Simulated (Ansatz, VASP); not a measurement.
## WC: VASP beside Ansatz

Contents of INCAR:

```
SYSTEM = WC
PREC     = Accurate       ! precision mode
ENCUT    = 520            ! plane-wave cutoff, eV
EDIFF    = 1E-6           ! SCF threshold, eV
ISMEAR   = -1             ! smearing method
SIGMA    = 0.05           ! smearing width, eV
LREAL    = .False.        ! projectors in reciprocal space
LASPH    = .True.         ! aspherical terms in the spheres
NELM     = 100            ! most SCF steps
ALGO     = Normal         ! electronic algorithm
ISIF     = 2              ! what is computed and relaxed
LWAVE    = .False.        ! write WAVECAR
LCHARG   = .False.        ! write CHGCAR
GGA      = B5             ! functional
ALDAX    = 1.0          
AGGAX    = 1.0          
AGGAC    = 1.0          
ALDAC    = 0.0          
NBANDS   = 16             ! bands
```

File KPOINTS:

```
regular mesh
0
Gamma
  10 10 10
  0 0 0
```

POSCAR

```
WC
1.0
    0.0000000000      2.1926840000      2.1926840000
    2.1926840000      0.0000000000      2.1926840000
    2.1926840000      2.1926840000      0.0000000000
W C
1 1
Direct
    0.0000000000      0.0000000000      0.0000000000
    0.5000000000      0.5000000000      0.5000000000
```

Contents of input.yaml:

```yaml
crystal:
  lattice:
    - [0.0, 2.192684, 2.192684]
    - [2.192684, 0.0, 2.192684]
    - [2.192684, 2.192684, 0.0]
  atoms:
    - { symbol: W, position: [0.0, 0.0, 0.0] }
    - { symbol: C, position: [0.5, 0.5, 0.5] }
hamiltonian:
  xc: blyp
  pseudopotentials: { kind: paw }
kpoints:
  mp_grid: { grid: [10, 10, 10] }
  band_path:
    path:
      - [[0.0, 0.0, 0.0], [0.5, 0.0, 0.5], [0.5, 0.25, 0.75], [0.375, 0.375, 0.75], [0.0, 0.0, 0.0], [0.5, 0.5, 0.5], [0.625, 0.25, 0.625], [0.5, 0.25, 0.75], [0.5, 0.5, 0.5], [0.375, 0.375, 0.75]]
      - [[0.625, 0.25, 0.625], [0.5, 0.0, 0.5]]
    npoints: 14
scf:
  occupations: { method: fermi_dirac, width: 0.05 }
  n_extra_bands: 6
output:
  forces: true
  stress: true
  eigenvalues: true
  fatbands: false
```

Alike in both runs: functional BLYP; k mesh 10 × 10 × 10; occupations fermi-dirac, width 0.05 eV; no spin polarisation.

|  | VASP | Ansatz |
| --- | --- | --- |
| version | VASP 6.6.1 | Ansatz 0.2.0 |
| potentials or method | VASP PAW PBE potentials, release 64 (W_sv, C) | Ansatz PAW |
| plane-wave cutoff (eV) | 520 | 420 |
| valence electrons in the cell | 18 | 18 |
| task | single point | band structure |

```csv
,VASP,Ansatz,Ansatz less VASP
gap on the k mesh at the Fermi level (eV),none,none,-
pressure (GPa),13.8,11.6,-2.22
```

VASP's potentials were made for PBE, not for BLYP. A gap of «none» marks a metal or a gap that the smearing closes.

Spin-orbit coupling is off throughout.
